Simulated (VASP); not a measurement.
# Au (Im-3m) in VASP: notebook

The runs below take Au through single point, with r2SCAN.

All numbers are computed with VASP 6.6.1; they aren't measurements. Logs are shortened: lines on timing, memory, paths and dates and some standing lists are left out, and cuts for length are marked.

## (1) The cell of the first run

The structure is cubic, space group Im-3m (No. 229). The conventional cell has a = 3.215 Å, b = 3.215 Å, c = 3.215 Å, α = 90.00°, β = 90.00°, γ = 90.00°. Au (site symmetry m-3m) has 14 Au at 2.78 to 3.22 Å within 3.7 Å.

## (2) Single point, r2SCAN (strain -0.030 along x and y, -0.030 along z)

The input, POSCAR:

```
Au
1.0
   -1.6075509300      1.6075509300      1.6075509300
    1.6075509300     -1.6075509300      1.6075509300
    1.6075509300      1.6075509300     -1.6075509300
Au
1
Direct
    0.0000000000      0.0000000000      0.0000000000
```

The input, INCAR.step1:

```
PREC     = Accurate       # precision mode
ENCUT    = 520            # plane-wave cutoff, eV
ISMEAR   = 0              # smearing method
SIGMA    = 0.15           # smearing width, eV
LREAL    = F              # projectors in reciprocal space
LASPH    = T              # aspherical terms in the spheres
NELM     = 80             # most SCF steps
NBANDS   = 12             # bands
GGA      = PE             # functional
ALGO     = Normal         # electronic algorithm
EDIFF    = 1E-4           # SCF threshold, eV
LWAVE    = T              # write WAVECAR
LCHARG   = F              # write CHGCAR
```

The input, INCAR.step2:

```
PREC     = Accurate       # precision mode
ENCUT    = 520            # plane-wave cutoff, eV
EDIFF    = 1E-6           # SCF threshold, eV
ISMEAR   = 0              # smearing method
SIGMA    = 0.15           # smearing width, eV
LREAL    = F              # projectors in reciprocal space
LASPH    = T              # aspherical terms in the spheres
NELM     = 80             # most SCF steps
ALGO     = Normal         # electronic algorithm
ISIF     = 2              # what is computed and relaxed
LWAVE    = F              # write WAVECAR
LCHARG   = F              # write CHGCAR
METAGGA  = R2SCAN         # meta-GGA
LMIXTAU  = T            
NBANDS   = 12             # bands
ISTART   = 1
```

The input, KPOINTS:

```
Automatic mesh
0
Gamma
  20 20 20
```

Potentials or basis: VASP PAW PBE potentials, release 64 (Au).

Command:

```sh
$ cat potpaw_PBE.64/Au/POTCAR > POTCAR
$ cp INCAR.step1 INCAR
$ mpirun -np 1 vasp_std > vasp.out
$ cp INCAR.step2 INCAR
$ mpirun -np 1 vasp_std > vasp.out
```

OUTCAR:

```text
PREC = Accurate
   ENCUT = 520
   EDIFF = 1E-6
   ISMEAR = 0
   LREAL = F
   LASPH = T
   NELM = 80
   ISIF = 2
   METAGGA = R2SCAN
   ISTART = 1

 ion  position               nearest neighbor table
   1  0.000  0.000  0.000-

  LATTYP: Found a body centered cubic cell.
 ALAT       =     3.2151018600

  Lattice vectors:

 A1 = (  -1.6075509300,   1.6075509300,   1.6075509300)
 A2 = (   1.6075509300,  -1.6075509300,   1.6075509300)
 A3 = (   1.6075509300,   1.6075509300,  -1.6075509300)

Analysis of symmetry for initial positions (statically):
=====================================================================
 Subroutine PRICEL returns:
 Original cell was already a primitive cell.

 Routine SETGRP: Setting up the symmetry group for a
 body centered cubic supercell.

 Subroutine GETGRP returns: Found 48 space group operations
 (whereof 48 operations were pure point group operations)
 out of a pool of 48 trial point group operations.

The static configuration has the point symmetry O_h .

Analysis of symmetry for dynamics (positions and initial velocities):
=====================================================================
 Subroutine PRICEL returns:
 Original cell was already a primitive cell.

 Routine SETGRP: Setting up the symmetry group for a
 body centered cubic supercell.

 Subroutine GETGRP returns: Found 48 space group operations
 (whereof 48 operations were pure point group operations)
 out of a pool of 48 trial point group operations.

The dynamic configuration has the point symmetry O_h .

 Subroutine INISYM returns: Found 48 space group operations
 (whereof 48 operations are pure point group operations),
 and found     1 'primitive' translations

----------------------------------------------------------------------------------------

                                     Primitive cell

  volume of cell :      16.6171

  direct lattice vectors                    reciprocal lattice vectors
    -1.607550930  1.607550930  1.607550930     0.000000000  0.311032136  0.311032136
     1.607550930 -1.607550930  1.607550930     0.311032136  0.000000000  0.311032136
     1.607550930  1.607550930 -1.607550930     0.311032136  0.311032136  0.000000000

  length of vectors
     2.784359887  2.784359887  2.784359887     0.439865866  0.439865866  0.439865866

  position of ions in fractional coordinates (direct lattice)
     0.000000000  0.000000000  0.000000000

  ion indices of the primitive-cell ions
   primitive index   ion index
                 1           1

----------------------------------------------------------------------------------------

 KPOINTS: Automatic mesh

Automatic generation of k-mesh.
 Grid dimensions read from file:
 generate k-points for:   20   20   20

 Generating k-lattice:

  Cartesian coordinates                     Fractional coordinates (reciprocal lattice)
     0.000000000  0.015551607  0.015551607     0.050000000  0.000000000  0.000000000
     0.015551607  0.000000000  0.015551607     0.000000000  0.050000000  0.000000000
     0.015551607  0.015551607  0.000000000     0.000000000  0.000000000  0.050000000

  Length of vectors
     0.021993293  0.021993293  0.021993293

  Shift w.r.t. Gamma in fractional coordinates (k-lattice)
     0.000000000  0.000000000  0.000000000

 Subroutine IBZKPT returns following result:
 ===========================================

 Found    256 irreducible k-points:

 Following reciprocal coordinates:
            Coordinates               Weight
  0.000000  0.000000  0.000000      1.000000
  0.050000  0.000000  0.000000     12.000000
  0.100000  0.000000  0.000000     12.000000
  0.150000  0.000000  0.000000     12.000000
  0.200000  0.000000  0.000000     12.000000
  0.250000  0.000000  0.000000     12.000000
[... 16 lines left out ...]
  0.200000  0.100000 -0.000000     48.000000
  0.250000  0.100000 -0.000000     48.000000
 [... further k-points ...]
   k-points           NKPTS =    256   k-points in BZ     NKDIM =    256   number of bands    NBANDS=     12
   number of dos      NEDOS =    301   number of ions     NIONS =      1
   total plane-waves  NPLWV =  13824
   dimension x,y,z NGX =    24 NGY =   24 NGZ =   24
   dimension x,y,z NGXF=    48 NGYF=   48 NGZF=   48
   ions per type =               1
   NGX,Y,Z   is equivalent  to a cutoff of  14.33, 14.33, 14.33 a.u.
   NGXF,Y,Z  is equivalent  to a cutoff of  28.66, 28.66, 28.66 a.u.
 SYSTEM =  unknown system
   PREC   = accura    normal or accurate (medium, high low for compatibility)
   ISTART =      1    job   : 0-new  1-cont  2-samecut
   ICHARG =      0    charge: 1-file 2-atom 10-const
   ISPIN  =      1    spin polarized calculation?
   LNONCOLLINEAR =      F non collinear calculations
   LSORBIT =      F    spin-orbit coupling
   LASPH  =      T    aspherical Exc in radial PAW
   ENCUT  =  520.0 eV  38.22 Ry    6.18 a.u.   5.18  5.18  5.18*2*pi/ulx,y,z
   NELM   =     80;   NELMIN=  2; NELMDL=  0     # of ELM steps
   EDIFF  = 0.1E-05   stopping-criterion for ELM
   LREAL  =      F    real-space projection
   EDIFFG = 0.1E-04   stopping-criterion for IOM
   NSW    =      0    number of steps for IOM
   IBRION =     -1    ionic relax: 0-MD 1-quasi-New 2-CG
   NFREE  =      0    steps in history (QN), initial steepest desc. (CG)
   ISIF   =      2    stress and relaxation
   ISYM   =      2    0-nonsym 1-usesym 2-fastsym
   POTIM  = 0.5000    time-step for ionic-motion
   TEBEG  =    0.0;   TEEND  =   0.0 temperature during run
   PSTRESS=    0.0 pullay stress
   NELECT =      11.0000    total number of electrons
   NUPDOWN=      -1.0000    fix difference up-down
   EMIN   =  10.00;   EMAX   =-10.00  energy-range for DOS
   EFERMI =   0.00;   METHOD = LEGACY
   ISMEAR =     0;   SIGMA  =   0.15  broadening in eV -4-tet -1-fermi 0-gaus
   EFERMI_NEDOS =   21; number of points for ismear=-14 and -15
   IALGO  =     38    algorithm
   IMIX   =      4    mixing-type and parameters
     AMIX     =   0.40;   BMIX     =  1.00
     AMIX_MAG =   1.60;   BMIX_MAG =  1.00
  volume/ion in A,a.u.               =      16.62       112.14
  Fermi-wavevector in a.u.,A,eV,Ry     =   1.426771  2.696207 27.697053  2.035676
  Thomas-Fermi vector in A             =   2.547012
   LORBIT       =      0    0 simple, 1 ext, 2 COOP (PROOUT), +10 PAW based schemes
   METAGGA = R2SCAN    functional components
   LHFCALC =     F    Hartree Fock is set to
   AEXX    =    0.0000 exact exchange contribution
   IVDW    =     0    specifies the selected vdW correction
   LEPSILON=     F    determine dielectric tensor
   LRPA    =     F    only Hartree local field effects (RPA)
 non-spin polarized calculation
 Gauss-broadening in eV      SIGMA  =   0.15
  energy-cutoff  :      520.00
  volume of cell :       16.62
 maximum number of plane-waves:       466
 NGX is ok and might be reduce to    24
   NGX = 11   NGY = 11   NGZ = 11

 number of electron      11.0000000 magnetization

 Free energy of the ion-electron system (eV)
  ---------------------------------------------------
  ext. energy  EPLUGINS =         0.00000000
  ---------------------------------------------------
  free energy    TOTEN  =       -50.54507110 eV

  energy without entropy =      -50.54332516  energy(sigma->0) =      -50.54419813

 E-fermi :   9.8122     XC(G=0): -13.8072

 val. band max:        9.7300784573   @ k =   0.4000   0.0500   0.0500
 cond. band min:       9.9009368397   @ k =   0.4000   0.1000   0.0000
 fundamental gap:      0.1708583824
 Fermi energy:         9.8122071358

 k-point     1 :       0.0000    0.0000    0.0000
  band No.  band energies     occupation
      1      -0.6062      2.00000
      2       4.4588      2.00000
      3       4.4588      2.00000
      4       4.4588      2.00000
      5       6.5252      2.00000
      6       6.5252      2.00000
      7      27.1893      0.00000
      8      27.1893      0.00000
      9      27.1893      0.00000
     10      35.5586      0.00000
     11      35.5586      0.00000
     12      35.5586      0.00000

 k-point     2 :       0.0500    0.0000    0.0000
  band No.  band energies     occupation
      1      -0.5077      2.00000
      2       4.4268      2.00000
      3       4.4621      2.00000
      4       4.5297      2.00000
      5       6.4858      2.00000
      6       6.5271      2.00000
      7      27.1958      0.00000
      8      27.2203      0.00000
      9      27.3170      0.00000
     10      34.1538      0.00000
     11      34.3454      0.00000
     12      35.2072      0.00000

 k-point     3 :       0.1000    0.0000    0.0000
  band No.  band energies     occupation
      1      -0.2186      2.00000
      2       4.3352      2.00000
      3       4.4698      2.00000
      4       4.7394      2.00000
      5       6.3855      2.00000
      6       6.5337      2.00000
      7      27.0827      0.00000
      8      27.2443      0.00000
      9      27.6918      0.00000
     10      32.6132      0.00000
     11      32.7877      0.00000
     12      34.2367      0.00000
[... 286 lines left out ...]
 k-point    23 :       0.2000    0.1000   -0.0000
  band No.  band energies     occupation
      1       1.6429      2.00000
      2       3.8979      2.00000
      3       4.3693      2.00000
      4       6.0806      2.00000
      5       6.4531      2.00000
      6       6.7007      2.00000
      7      22.7468      0.00000
      8      25.0388      0.00000
      9      27.5080      0.00000
     10      29.5379      0.00000
     11      32.9115      0.00000
     12      33.9934      0.00000

 k-point    24 :       0.2500    0.1000   -0.0000
  band No.  band energies     occupation
      1       2.0676      2.00000
      2       3.7256      2.00000
      3       4.6952      2.00000
      4       6.1393      2.00000
      5       6.6991      2.00000
      6       7.2099      2.00000
      7      20.4906      0.00000
      8      24.2307      0.00000
      9      26.4453      0.00000
     10      30.3757      0.00000
     11      33.5644      0.00000
     12      34.1982      0.00000

 [... further k-points ...]

------------------------ aborting loop because EDIFF is reached ----------------------------------------

  FORCE on cell =-STRESS in cart. coord.  units (eV):
  Direction    XX          YY          ZZ          XY          YZ          ZX
  --------------------------------------------------------------------------------------
  -------------------------------------------------------------------------------------
  Total        1.0974652      1.0974652      1.0974652      0.0000000      0.0000000      0.0000000
  in kB      105.8149751    105.8149751    105.8149751      0.0000000      0.0000000      0.0000000
  external PRESSURE =     105.8149751 kB  Pullay stress =       0.0000000 kB

 VOLUME and BASIS-vectors are now :
 -----------------------------------------------------------------------------
  energy-cutoff  :      520.00
  volume of cell :       16.62
      direct lattice vectors                 reciprocal lattice vectors
    -1.607550930  1.607550930  1.607550930     0.000000000  0.311032136  0.311032136
     1.607550930 -1.607550930  1.607550930     0.311032136  0.000000000  0.311032136
     1.607550930  1.607550930 -1.607550930     0.311032136  0.311032136  0.000000000

 POSITION                                       TOTAL-FORCE (eV/Angst)
 -----------------------------------------------------------------------------------
      0.00000      0.00000      0.00000         0.000000      0.000000      0.000000
 -----------------------------------------------------------------------------------
    total drift:                               -0.000000      0.000000      0.000000

  FREE ENERGIE OF THE ION-ELECTRON SYSTEM (eV)
  ---------------------------------------------------
  free  energy   TOTEN  =       -50.5450711025 eV

  energy  without entropy=      -50.5433251637  energy(sigma->0) =      -50.54419813
```

It took 2.4 min on 1 thread of Intel Xeon Platinum 8259CL at 2.50GHz (Skylake/Cascade Lake), shared host; peak memory 0.18 GiB.

Results:

* Free energy: -50.5451 eV
* Pressure: 10.6 GPa

Levels at points of the mesh, in eV from the Fermi level:
| k point | band 3 | band 4 | band 5 | band 6 | band 7 | band 8 | band 9 | band 10 |
| --- | --- | --- | --- | --- | --- | --- | --- | --- |
| (0.00, 0.00, 0.00) | -5.35 | -5.35 | -3.29 | -3.29 | 17.38 | 17.38 | 17.38 | 25.75 |
| (0.50, 0.00, 0.00) | -3.44 | -3.08 | -1.58 | -0.64 | 3.81 | 13.07 | 14.68 | 23.16 |
| (0.50, 0.50, 0.50) | -2.00 | -2.00 | -2.00 | 6.64 | 6.64 | 6.64 | 10.44 | 16.99 |

Caveat: the cell differs from its parent crystal (strain -0.030 along x and y, -0.030 along z); the PAW data sets were made with another functional, which shifts forces and pressure a little; spin-orbit coupling is left out, which moves the levels of the heavy elements.

## (3) Single point, r2SCAN (strain +0.030 along x and y, +0.030 along z)

The input, POSCAR:

```
Au
1.0
   -1.7069870700      1.7069870700      1.7069870700
    1.7069870700     -1.7069870700      1.7069870700
    1.7069870700      1.7069870700     -1.7069870700
Au
1
Direct
    0.0000000000      0.0000000000      0.0000000000
```

The input, INCAR.step1:

```
ALGO = Normal
EDIFF = 1E-4
ENCUT = 520
GGA = PE
ISMEAR = 0
LASPH = T
LCHARG = F
LREAL = F
LWAVE = T
NBANDS = 12
NELM = 100
PREC = Accurate
SIGMA = 0.15
```

The input, INCAR.step2:

```
ALGO = Normal
EDIFF = 1E-6
ENCUT = 520
ISIF = 2
ISMEAR = 0
ISTART = 1
LASPH = T
LCHARG = F
LMIXTAU = T
LREAL = F
LWAVE = F
METAGGA = R2SCAN
NBANDS = 12
NELM = 100
PREC = Accurate
SIGMA = 0.15
```

The input, KPOINTS:

```
k-points
0
Gamma
  20 20 20
```

Potentials or basis: VASP PAW PBE potentials, release 64 (Au).

Command:

```sh
$ cat potpaw_PBE.64/Au/POTCAR > POTCAR
$ cp INCAR.step1 INCAR
$ mpirun -np 1 vasp_std > vasp.out
$ cp INCAR.step2 INCAR
$ mpirun -np 1 vasp_std > vasp.out
```

It took 2.7 min on 1 thread of Intel Xeon Platinum 8259CL at 2.50GHz (Skylake/Cascade Lake), shared host; peak memory 0.19 GiB.

The run converged. Its results:

* Free energy: -50.4735 eV
* Pressure: -12.6 GPa

Levels at points of the mesh, in eV from the Fermi level:
```csv
k point,band 2,band 3,band 4,band 5,band 6,band 7,band 8,band 9
"(0.00, 0.00, 0.00)",-4.44,-4.44,-4.44,-2.90,-2.90,17.18,17.18,17.18
"(0.50, 0.00, 0.00)",-5.28,-3.03,-2.77,-1.69,0.11,2.74,12.79,13.28
"(0.50, 0.50, 0.50)",-5.90,-1.98,-1.98,-1.98,6.39,6.39,6.39,8.21
```

Caveat: the cell differs from its parent crystal (strain +0.030 along x and y, +0.030 along z); the PAW data sets were made with another functional, which shifts forces and pressure a little; spin-orbit coupling is left out, which moves the levels of the heavy elements.
